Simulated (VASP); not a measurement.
Wanted: the native input for a VASP 6.6.1 run.

```
Task                   : relaxation of cell and atoms
Functional             : PBEsol
Potentials or basis    : VASP PAW PBE potentials, release 64 (Si, Ni)
Cutoff                 : 600 eV
k mesh                 : 3 × 3 × 3
Occupations            : gaussian, width 0.1 eV
Spin                   : no spin polarisation
Dipole correction      : no
Further INCAR settings : LREAL = Auto; ALGO = Fast; EDIFF = 1e-06; ISYM = 0; IBRION = 2; EDIFFG = -0.04; NSW = 70; ISIF = 3
```

The structure of Si4Ni11 lies in POSCAR:

```
Si4Ni11
1.0
   -3.4612022787      3.4612022787      3.4612022787
    3.4612022787     -3.4612022787      3.4612022787
    3.4612022787      3.4612022787     -3.4612022787
Si Ni
4 11
Direct
    0.0041775166      0.5052363910      0.4972235181
    0.5007813257      0.9975622610      0.4947925644
    0.5042436761      0.5058831244      0.0052752187
    0.0040622884      0.0087291103      0.0024991858
    0.5008674874      0.2498780493      0.2491349748
    0.0022772615      0.7502441686      0.2510507086
    0.0035308992      0.2472022882      0.7469782672
    0.5015812357      0.7520733604      0.7533972256
    0.7473972909      0.4915309186      0.7446329796
    0.2495299095      0.4996072982      0.2530517017
    0.7472382103      0.0001141299      0.2499201361
    0.7477135267      0.7520824707      0.5018237064
    0.2513661029      0.2502042557      0.5020148086
    0.2491546530      0.7496908584      0.9992020813
    0.7529397575      0.2540366725      0.0056096270
```

The input as run:

INCAR

```
SYSTEM = Si4Ni11
  PREC = Accurate
  ENCUT = 600
  EDIFF = 1E-6
  ISMEAR = 0
  SIGMA = 0.1
  LREAL = Auto
  LASPH = .TRUE.
  NELM = 100
  ALGO = Fast
  ISIF = 3
  LWAVE = .FALSE.
  LCHARG = .FALSE.
  GGA = PS
  IBRION = 2
  NSW = 70
  EDIFFG = -0.04
  ISYM = 0
```

KPOINTS

```
regular mesh
0
G
  3 3 3
  0 0 0
```

Potentials or basis: VASP PAW PBE potentials, release 64 (Si, Ni).

Launch:

```console
$ cat potpaw_PBE.64/Si/POTCAR potpaw_PBE.64/Ni/POTCAR > POTCAR
$ mpirun -np 1 vasp_std > vasp.out
```

Results of the run:

| Property | Result |
| --- | --- |
| Relaxed volume | 10.81 Å³/atom |
| Relaxed cell | a = 5.951 Å, b = 5.951 Å, c = 5.951 Å, α = 109.23°, β = 109.96°, γ = 109.24° |
| Space group after relaxing (to 0.1 Å) | I4/mmm (No. 139) |
| Energy gained by relaxing | 12.3 meV/atom |
| Ionic steps | 10 |
| Pressure after relaxing | 0.1 GPa |
| Largest force after relaxing | 0.035 eV/Å |
| Band gap on the k mesh | zero (bands 63 and 64 overlap by 0.26 eV) |

Caveat: the k points lie up to 0.43 Å⁻¹ apart in the final cell; the PAW data sets were made with another functional, which shifts forces and pressure a little.

Wall time 31 min on 1 thread of Intel(R) Xeon(R) 6975P-C (Granite Rapids), with other jobs on the host, peak memory 0.44 GiB.
